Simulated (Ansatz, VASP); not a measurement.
## Two plane-wave programs on Nb

Contents of POSCAR:

```
Nb
1.0
   -1.6511317439      1.6511317439      1.6511317439
    1.6511317439     -1.6511317439      1.6511317439
    1.6511317439      1.6511317439     -1.6511317439
Nb
1
Direct
    0.0000000000      0.0000000000      0.0000000000
```

File INCAR.step1:

```
  ALGO = Normal
  EDIFF = 1E-4
  ENCUT = 520
  GGA = PE
  ISMEAR = -1
  LASPH = True
  LCHARG = False
  LREAL = False
  LWAVE = True
  NBANDS = 12
  NELM = 60
  PREC = Accurate
  SIGMA = 0.1
```

File INCAR.step2:

```
  ALGO = Normal
  EDIFF = 1E-6
  ENCUT = 520
  ISIF = 2
  ISMEAR = -1
  ISTART = 1
  LASPH = True
  LCHARG = True
  LELF = True
  LMIXTAU = True
  LREAL = False
  LVHAR = True
  LWAVE = False
  METAGGA = R2SCAN
  NBANDS = 12
  NELM = 60
  PREC = Accurate
  SIGMA = 0.1
```

The input KPOINTS:

```
k-points
0
Gamma
  5 5 5
```

Input for Ansatz:

```yaml
crystal:
  lattice:
    - [-1.6511317439, 1.6511317439, 1.6511317439]
    - [1.6511317439, -1.6511317439, 1.6511317439]
    - [1.6511317439, 1.6511317439, -1.6511317439]
  atoms:
    - { symbol: Nb, position: [0.0, 0.0, 0.0] }
hamiltonian:
  xc: r2scan
  pseudopotentials:
    kind: paw
    azcp:
      Nb: "pseudopotentials/Nb.paw.azcp"
basis:
  ecutwfc: 500
  fft_grid_basis: typed
kpoints:
  mp_grid: { grid: [5, 5, 5], shift: [0, 0, 0] }
magnetization:
  spin_polarized: false
scf:
  occupations: { method: fermi_dirac, width: 0.1 }
  lower_state_search: "off"
output:
  stress: true
```

Alike in both runs: task single point; functional r2SCAN; k mesh 5 × 5 × 5; occupations fermi-dirac, width 0.1 eV; no spin polarisation.

|  | VASP | Ansatz |
| --- | --- | --- |
| version | VASP 6.6.1 | Ansatz 0.2.0 |
| potentials or method | VASP PAW PBE potentials, release 64 (Nb_sv), cutoff 520 eV | plane waves (500 eV) with PAW, scalar-relativistic |
| valence electrons in the cell | 13 | 13 |

Ansatz gave:

```
pressure (GPa) : -0.5
```

Q: What did VASP give for the same quantities?

A: Pressure (GPa): -0.7.

VASP's potentials were made for PBE, not for r2SCAN.

The k mesh is coarse, so the values compare programs but aren't converged.
